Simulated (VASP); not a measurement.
Ti:

```
CELL_PARAMETERS angstrom
0.00000 1.91707 1.91707
1.91707 0.00000 1.91707
1.91707 1.91707 0.00000
ATOMIC_POSITIONS crystal
Ti 0.00000 0.00000 0.00000
```

This isn't the form of Ti at room conditions, which is hcp.

Base run:

```yaml
Program: VASP 6.6.1
Functional: LDA
Potentials_or_basis: VASP PAW LDA potentials, release 64 (Ti_sv)
Cutoff: 520 eV
k_mesh: 22 × 22 × 22
Occupations: gaussian, width 0.15 eV
Spin: collinear spin
Starting_moments: "[0.125] μB"
Fixed_moment: 0.125 μB
```

Its results: pressure 19.1 GPa; site moments Ti +0.09 μB.

Question: The run is repeated on the same cell with these changes: fixed moment from 0.125 μB to 1 μB; moments at the start from [0.12] to [1.0]. What comes out?

Answer: Pressure 24.5 GPa; site moments Ti +0.75 μB.

Caveats: the cell stands under pressure; the total moment is fixed, so each spin has its own Fermi level and the state may be an excited one.
